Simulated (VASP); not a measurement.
A run of VASP 6.6.1:

File INCAR:

```
PREC = Accurate
ENCUT = 520
EDIFF = 1E-6
ISMEAR = 0
SIGMA = 0.05
LREAL = F
LASPH = T
NELM = 60
ALGO = Normal
ISIF = 2
LWAVE = F
LCHARG = F
GGA = PE
NBANDS = 18
```

File KPOINTS:

```
regular mesh
0
Gamma
  9 9 6
```

POSCAR

```
LiF
1.0
    2.9955376378      0.0000000000      0.0000000000
   -1.4977688189      2.5942116923      0.0000000000
    0.0000000000      0.0000000000      4.6974294115
Li F
2 2
Direct
    0.3333333333      0.6666666667      0.3810713234
    0.6666666667      0.3333333333      0.8810713234
    0.3333333333      0.6666666667      0.9939266766
    0.6666666667      0.3333333333      0.4939266766
```

Potentials or basis: VASP PAW PBE potentials, release 64 (Li_sv, F).

Run with:

```bash
$ cat potpaw_PBE.64/Li_sv/POTCAR potpaw_PBE.64/F/POTCAR > POTCAR
$ mpirun -np 1 vasp_std > vasp.out
```

Hardware: 1 thread of AMD EPYC 7R43 64-Core Processor (Zen 3), on a shared host.

How long does it take, and how much memory?

Wall time 36 s on 1 thread of AMD EPYC 7R43 64-Core Processor (Zen 3), with other jobs on the host, peak memory 0.12 GiB. Counts: scf iterations 13, k points 48.
